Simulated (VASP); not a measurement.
# KF: relaxation of cell and atoms with PBE

Crystal: KF.

```xyz
2
Lattice="0.0000 2.6719 2.6719 2.6719 0.0000 2.6719 2.6719 2.6719 0.0000" Properties=species:S:1:pos:R:3 pbc="T T T"
K    -0.0093    0.0344    0.1168
F     2.7230    2.7843    2.7220
```

| Property | Result |
| --- | --- |
| Program | VASP 6.6.1 |
| Task | relaxation of cell and atoms |
| Functional | PBE |
| Potentials or basis | VASP PAW PBE potentials, release 64 (K_sv, F) |
| Cutoff | 600 eV |
| k mesh | 7 × 7 × 7 |
| Occupations | fermi-dirac, width 0.02 eV |
| Spin | no spin polarisation |
| Dipole correction | no |
| Further INCAR settings | ALGO = Normal; EDIFF = 1e-06; IBRION = 2; EDIFFG = -0.01; NSW = 100; ISIF = 3 |

```
Relaxed volume                        : 19.91 Å³/atom
Relaxed cell                          : a = 3.836 Å, b = 3.834 Å, c = 3.831 Å, α = 59.97°, β = 59.95°, γ = 60.00°
Space group after relaxing (to 0.1 Å) : Fm-3m (No. 225)
Energy gained by relaxing             : 9.4 meV/atom
Ionic steps                           : 11
Pressure after relaxing               : 0.0 GPa
Band gap on the k mesh                : 5.94 eV
```

Forces on the atoms (eV/Å):
```
K   -0.001 -0.001  0.002
F    0.001  0.001 -0.002
```

The path:
```
step  energy change (eV)  largest force (eV/Å)  pressure (GPa)  volume (Å³)
   1              0.0000                0.1972            1.61        38.15
   2             -0.0105                0.1450            0.60        39.22
   3             -0.0139                0.0967           -0.38        40.48
   4             -0.0140                0.1014           -0.28        40.34
   5             -0.0155                0.0854           -0.23        40.22
   6             -0.0183                0.0342           -0.04        39.87
   7             -0.0153                0.0831            0.55        39.17
   8             -0.0186                0.0077            0.11        39.70
   9             -0.0186                0.0063            0.10        39.68
  10             -0.0186                0.0038            0.11        39.67
  11             -0.0187                0.0022            0.04        39.82
```

Final structure:
```xyz
2
Lattice="-0.0002 2.7126 2.7119 2.7112 0.0001 2.7116 2.7083 2.7094 0.0031" Properties=species:S:1:pos:R:3 pbc="T T T"
K     0.0217    0.0749    0.0842
F     2.7304    2.7853    2.7985
```

Levels at points of the mesh, in eV from the valence-band top:
```csv
k point,band 6,band 7,band 8,band 9,band 10,band 11
"(0.00, 0.00, 0.00)",0.00,0.00,0.00,5.94,10.55,10.55
```

It took 17 min on 1 thread of Oxide Virtual Turin-like Processor, on a shared host, peak memory 0.22 GiB.

PBE usually gives volumes a little too large and moduli too small. Zero-point motion and thermal expansion aren't in these numbers.
